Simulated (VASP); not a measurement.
# Si4NiPt3 (Cmm2) in VASP: single point with PBE

Aim: the single point of Si4NiPt3 with PBE.

Everything below comes from runs of VASP 6.6.1. Logs are shortened: lines on timing, memory, paths and dates and some standing lists are left out, and cuts for length are marked.

## 1. The cell of the first run

The typed cell holds 8 atoms: a = 4.785 Å, b = 4.785 Å, c = 4.943 Å, α = 90.00°, β = 90.00°, γ = 90.01°.

## 2. Single point, PBE

The input, POSCAR:

```
Si4NiPt3
1.0
    3.3830910002     -3.3834906614      0.0000000000
    3.3830910002      3.3834906614      0.0000000000
    0.0000000000      0.0000000000      4.9429165121
Si Ni Pt
4 1 3
Direct
    0.0000000000      0.0000000000      0.1465229711
    0.5000000000      0.5000000000      0.1703826780
    0.5000000000      0.0000000000      0.8348608274
    0.0000000000      0.5000000000      0.8348608274
    0.0000000000      0.0000000000      0.6733891207
    0.5000000000      0.5000000000      0.6805056547
    0.5000000000      0.0000000000      0.3297389604
    0.0000000000      0.5000000000      0.3297389604
```

The input, INCAR.step1:

```
PREC = Accurate ; ENCUT = 520
EDIFF = 1E-6 ; ISMEAR = 0
SIGMA = 0.1 ; LREAL = F
LASPH = T ; NELM = 60
ALGO = Normal ; ISIF = 2
LWAVE = F ; LCHARG = T
LMAXMIX = 4 ; GGA = PE
NBANDS = 38
```

The input, KPOINTS.step1:

```
regular mesh
0
Gamma
  8 8 8
```

The input, INCAR.step2:

```
PREC = Accurate ; ENCUT = 520
EDIFF = 1E-6 ; ISMEAR = -5
SIGMA = 0.1 ; LREAL = F
LASPH = T ; NELM = 60
ALGO = Normal ; ISIF = 2
LWAVE = F ; LCHARG = F
LMAXMIX = 4 ; GGA = PE
LORBIT = 11 ; NBANDS = 38
NEDOS = 2001 ; ICHARG = 11
```

The input, KPOINTS.step2:

```
regular mesh
0
Gamma
  12 12 12
```

Potentials or basis: VASP PAW PBE potentials, release 64 (Si, Ni, Pt).

Launch:

```
$ cat potpaw_PBE.64/Si/POTCAR potpaw_PBE.64/Ni/POTCAR potpaw_PBE.64/Pt/POTCAR > POTCAR
$ cp INCAR.step1 INCAR
$ cp KPOINTS.step1 KPOINTS
$ mpirun -np 1 vasp_std > vasp.out
$ cp INCAR.step2 INCAR
$ cp KPOINTS.step2 KPOINTS
$ mpirun -np 1 vasp_std > vasp.out
```

OUTCAR:

```text
PREC = Accurate
   ENCUT = 520
   EDIFF = 1E-6
   ISMEAR = -5
   LREAL = F
   LASPH = T
   NELM = 60
   ISIF = 2
   GGA = PE
   LORBIT = 11
   ICHARG = 11

 ion  position               nearest neighbor table
   1  0.000  0.000  0.147-   5 2.34   7 2.56   8 2.56   8 2.56   7 2.56   5 2.60   4 2.85   4 2.85
                             3 2.85   3 2.85
   2  0.500  0.500  0.170-   6 2.42   7 2.52   8 2.52   7 2.52   8 2.52   6 2.52   3 2.91   4 2.91
                             4 2.91   3 2.91
   3  0.500  0.000  0.835-   7 2.45   7 2.50   6 2.51   6 2.51   5 2.52   5 2.52   1 2.85   1 2.85
                             2 2.91   2 2.91
   4  0.000  0.500  0.835-   8 2.45   8 2.50   6 2.51   6 2.51   5 2.52   5 2.52   1 2.85   1 2.85
                             2 2.91   2 2.91
   5  0.000  0.000  0.673-   1 2.34   3 2.52   4 2.52   4 2.52   3 2.52   1 2.60   8 2.93   8 2.93
                             7 2.93   7 2.93
   6  0.500  0.500  0.681-   2 2.42   3 2.51   4 2.51   3 2.51   4 2.51   2 2.52   8 2.95   7 2.95
                             7 2.95   8 2.95
   7  0.500  0.000  0.330-   3 2.45   3 2.50   2 2.52   2 2.52   1 2.56   1 2.56   5 2.93   5 2.93
                             6 2.95   6 2.95   8 3.38   8 3.38   8 3.38   8 3.38
   8  0.000  0.500  0.330-   4 2.45   4 2.50   2 2.52   2 2.52   1 2.56   1 2.56   5 2.93   5 2.93
                             6 2.95   6 2.95   7 3.38   7 3.38   7 3.38   7 3.38

  LATTYP: Found a base centered orthorhombic cell.
 ALAT       =     6.7661820004
 B/A-ratio  =     1.0001181349
 C/A-ratio  =     0.7305325975

  Lattice vectors:

 A1 = (   3.3830910002,  -3.3834906614,   0.0000000000)
 A2 = (   3.3830910002,   3.3834906614,   0.0000000000)
 A3 = (   0.0000000000,   0.0000000000,   4.9429165121)

Analysis of symmetry for initial positions (statically):
=====================================================================
 Subroutine PRICEL returns:
 Original cell was already a primitive cell.

 Routine SETGRP: Setting up the symmetry group for a
 base centered orthorhombic supercell.

 Subroutine GETGRP returns: Found  4 space group operations
 (whereof  4 operations were pure point group operations)
 out of a pool of  8 trial point group operations.

The static configuration has the point symmetry C_2v.

Analysis of symmetry for dynamics (positions and initial velocities):
=====================================================================
 Subroutine PRICEL returns:
 Original cell was already a primitive cell.

 Routine SETGRP: Setting up the symmetry group for a
 base centered orthorhombic supercell.

 Subroutine GETGRP returns: Found  4 space group operations
 (whereof  4 operations were pure point group operations)
 out of a pool of  8 trial point group operations.

The dynamic configuration has the point symmetry C_2v.

 Subroutine INISYM returns: Found  4 space group operations
 (whereof  4 operations are pure point group operations),
 and found     1 'primitive' translations

----------------------------------------------------------------------------------------

                                     Primitive cell

  volume of cell :     113.1597

  direct lattice vectors                    reciprocal lattice vectors
     3.383091000 -3.383490661  0.000000000     0.147793837 -0.147776379  0.000000000
     3.383091000  3.383490661  0.000000000     0.147793837  0.147776379  0.000000000
     0.000000000  0.000000000  4.942916512     0.000000000  0.000000000  0.202309709

  length of vectors
     4.784695787  4.784695787  4.942916512     0.208999705  0.208999705  0.202309709

  position of ions in fractional coordinates (direct lattice)
     0.000000000  0.000000000  0.146522971
     0.500000000  0.500000000  0.170382678
     0.500000000  0.000000000  0.834860827
     0.000000000  0.500000000  0.834860827
     0.000000000  0.000000000  0.673389121
     0.500000000  0.500000000  0.680505655
     0.500000000  0.000000000  0.329738960
     0.000000000  0.500000000  0.329738960

  ion indices of the primitive-cell ions
   primitive index   ion index
                 1           1
                 2           2
                 3           3
                 4           4
                 5           5
                 6           6
                 7           7
                 8           8

----------------------------------------------------------------------------------------

 KPOINTS: regular mesh

Automatic generation of k-mesh.
 Grid dimensions read from file:
 generate k-points for:   12   12   12

 Generating k-lattice:

  Cartesian coordinates                     Fractional coordinates (reciprocal lattice)
     0.012316153 -0.012314698  0.000000000     0.083333333 -0.000000000  0.000000000
     0.012316153  0.012314698  0.000000000    -0.000000000  0.083333333  0.000000000
     0.000000000  0.000000000  0.016859142     0.000000000  0.000000000  0.083333333

  Length of vectors
     0.017416642  0.017416642  0.016859142

  Shift w.r.t. Gamma in fractional coordinates (k-lattice)
     0.000000000  0.000000000  0.000000000

 TETIRR: Found   2592 inequivalent tetrahedra from    10368

 Subroutine IBZKPT returns following result:
 ===========================================

 Found    301 irreducible k-points:

 Following reciprocal coordinates:
            Coordinates               Weight
  0.000000  0.000000  0.000000      1.000000
  0.083333 -0.000000  0.000000      4.000000
  0.166667  0.000000  0.000000      4.000000
  0.250000  0.000000  0.000000      4.000000
  0.333333  0.000000  0.000000      4.000000
  0.416667 -0.000000  0.000000      4.000000
[... 16 lines left out ...]
  0.500000  0.166667  0.000000      4.000000
 -0.416667  0.166667  0.000000      4.000000
 [... further k-points ...]
   k-points           NKPTS =    301   k-points in BZ     NKDIM =    301   number of bands    NBANDS=     38
   number of dos      NEDOS =   2001   number of ions     NIONS =      8
   total plane-waves  NPLWV =  51840
   dimension x,y,z NGX =    36 NGY =   36 NGZ =   40
   dimension x,y,z NGXF=    72 NGYF=   72 NGZF=   80
   ions per type =               4   1   3
   NGX,Y,Z   is equivalent  to a cutoff of  12.51, 12.51, 13.45 a.u.
   NGXF,Y,Z  is equivalent  to a cutoff of  25.02, 25.02, 26.91 a.u.
 SYSTEM =  unknown system
   PREC   = accura    normal or accurate (medium, high low for compatibility)
   ISTART =      0    job   : 0-new  1-cont  2-samecut
   ICHARG =     11    charge: 1-file 2-atom 10-const
   ISPIN  =      1    spin polarized calculation?
   LNONCOLLINEAR =      F non collinear calculations
   LSORBIT =      F    spin-orbit coupling
   LASPH  =      T    aspherical Exc in radial PAW
   ENCUT  =  520.0 eV  38.22 Ry    6.18 a.u.   8.90  8.90  9.19*2*pi/ulx,y,z
   NELM   =     60;   NELMIN=  2; NELMDL=  0     # of ELM steps
   EDIFF  = 0.1E-05   stopping-criterion for ELM
   LREAL  =      F    real-space projection
   EDIFFG = 0.1E-04   stopping-criterion for IOM
   NSW    =      0    number of steps for IOM
   IBRION =     -1    ionic relax: 0-MD 1-quasi-New 2-CG
   NFREE  =      0    steps in history (QN), initial steepest desc. (CG)
   ISIF   =      2    stress and relaxation
   ISYM   =      2    0-nonsym 1-usesym 2-fastsym
   POTIM  = 0.5000    time-step for ionic-motion
   TEBEG  =    0.0;   TEEND  =   0.0 temperature during run
   PSTRESS=    0.0 pullay stress
   NELECT =      56.0000    total number of electrons
   NUPDOWN=      -1.0000    fix difference up-down
   EMIN   =  10.00;   EMAX   =-10.00  energy-range for DOS
   EFERMI =   0.00;   METHOD = LEGACY
   ISMEAR =    -5;   SIGMA  =   0.10  broadening in eV -4-tet -1-fermi 0-gaus
   EFERMI_NEDOS =   21; number of points for ismear=-14 and -15
   IALGO  =     38    algorithm
   IMIX   =      4    mixing-type and parameters
     AMIX     =   0.40;   BMIX     =  1.00
     AMIX_MAG =   1.60;   BMIX_MAG =  1.00
  volume/ion in A,a.u.               =      14.14        95.45
  Fermi-wavevector in a.u.,A,eV,Ry     =   1.294912  2.447029 22.814203  1.676797
  Thomas-Fermi vector in A             =   2.426465
   LORBIT       =     11    0 simple, 1 ext, 2 COOP (PROOUT), +10 PAW based schemes
   GGA     = PE    functional components
   LHFCALC =     F    Hartree Fock is set to
   AEXX    =    0.0000 exact exchange contribution
   IVDW    =     0    specifies the selected vdW correction
   LEPSILON=     F    determine dielectric tensor
   LRPA    =     F    only Hartree local field effects (RPA)
 non-spin polarized calculation
 Fermi weights with tetrahedron method with Bloechl corrections
  energy-cutoff  :      520.00
  volume of cell :      113.16
 maximum number of plane-waves:      3088

 number of electron      55.9999987 magnetization

 Free energy of the ion-electron system (eV)
  ---------------------------------------------------
  ext. energy  EPLUGINS =         0.00000000
  ---------------------------------------------------
  free energy    TOTEN  =       -49.76352315 eV

  energy without entropy =      -49.76352315  energy(sigma->0) =      -49.76352315

 E-fermi :  11.2798     XC(G=0): -12.2700

 val. band max:       11.3973861819   @ k =   0.5000   0.0000   0.5000
 cond. band min:      11.1948320760   @ k =   0.4167  -0.0000   0.0000
 fundamental gap:     -0.2025541058
 Fermi energy:        11.2797994473

 k-point     1 :       0.0000    0.0000    0.0000
  band No.  band energies     occupation
      1      -2.2348      2.00000
      2       1.3210      2.00000
      3       1.6284      2.00000
      4       2.1774      2.00000
      5       4.3267      2.00000
      6       4.3268      2.00000
[... 30 lines left out ...]
     37      15.5960      0.00000
     38      15.5973      0.00000
[... 941 lines left out ...]
     37      16.0401      0.00000
     38      17.2458      0.00000

 [... further k-points ...]

------------------------ aborting loop because EDIFF is reached ----------------------------------------

  FORCE on cell =-STRESS in cart. coord.  units (eV):
  Direction    XX          YY          ZZ          XY          YZ          ZX
  --------------------------------------------------------------------------------------
  -------------------------------------------------------------------------------------
  Total       -0.0736166     -0.0378217     -0.2995086      0.0000000      0.0000000      0.0000000
  in kB       -1.0423041     -0.5355005     -4.2406067      0.0000000      0.0000000      0.0000000
  external PRESSURE =      -1.9394705 kB  Pullay stress =       0.0000000 kB

 VOLUME and BASIS-vectors are now :
 -----------------------------------------------------------------------------
  energy-cutoff  :      520.00
  volume of cell :      113.16
      direct lattice vectors                 reciprocal lattice vectors
     3.383091000 -3.383490661  0.000000000     0.147793837 -0.147776379  0.000000000
     3.383091000  3.383490661  0.000000000     0.147793837  0.147776379  0.000000000
     0.000000000  0.000000000  4.942916512     0.000000000  0.000000000  0.202309709

 POSITION                                       TOTAL-FORCE (eV/Angst)
 -----------------------------------------------------------------------------------
      0.00000      0.00000      0.72425         0.000000      0.000000      0.003069
      3.38309      0.00000      0.84219         0.000000      0.000000      0.003016
      1.69155     -1.69175      4.12665         0.000000      0.000000      0.005133
      1.69155      1.69175      4.12665         0.000000     -0.000000      0.005133
      0.00000      0.00000      3.32851         0.000000      0.000000     -0.009853
      3.38309      0.00000      3.36368        -0.000000      0.000000      0.013382
      1.69155     -1.69175      1.62987         0.000000      0.000000     -0.009940
      1.69155      1.69175      1.62987         0.000000     -0.000000     -0.009940
 -----------------------------------------------------------------------------------
    total drift:                               -0.000000     -0.000000     -0.000315

  FREE ENERGIE OF THE ION-ELECTRON SYSTEM (eV)
  ---------------------------------------------------
  free  energy   TOTEN  =       -49.7635231516 eV

  energy  without entropy=      -49.7635231516  energy(sigma->0) =      -49.76352315

 total charge

# of ion       s       p       d       tot
------------------------------------------
    1        0.737   0.803   0.000   1.539
    2        0.738   0.822   0.000   1.560
    3        0.741   0.811   0.000   1.552
    4        0.741   0.811   0.000   1.552
    5        0.424   0.455   8.424   9.302
    6        0.715   0.744   8.157   9.616
    7        0.705   0.698   8.164   9.567
    8        0.705   0.698   8.164   9.567
--------------------------------------------------
tot          5.507   5.840  32.910  44.257
```

Wall time 25 min (1 thread of Intel Xeon 8259CL, shared host); peak memory 1.1 GiB.

What came out:

| Quantity | Value |
| --- | --- |
| Valence electrons inside the program's atomic spheres | Si 1.54, 1.56, 1.55 (each value once); Ni 9.30; Pt 9.62, 9.57 (each value once) |

Levels at points of the mesh, in eV from the Fermi level:
```tsv
k point	band 26	band 27	band 28	band 29	band 30	band 31
(0.00, 0.00, 0.00)	-1.96	-1.95	-0.89	-0.88	1.04	1.65
(0.50, 0.00, 0.00)	-1.57	-1.52	-1.52	-0.41	-0.17	2.02
(0.50, 0.50, 0.00)	-2.54	-2.28	-1.89	1.12	1.12	1.58
(0.00, 0.00, 0.50)	-1.96	0.12	0.12	0.23	0.96	1.15
(0.50, 0.00, 0.50)	-1.65	0.12	0.38	0.45	0.51	0.58
(0.50, 0.50, 0.50)	-2.11	-2.11	-1.83	3.63	3.63	3.68
```

Caveat: spin-orbit coupling is left out, which moves the levels of the heavy elements.
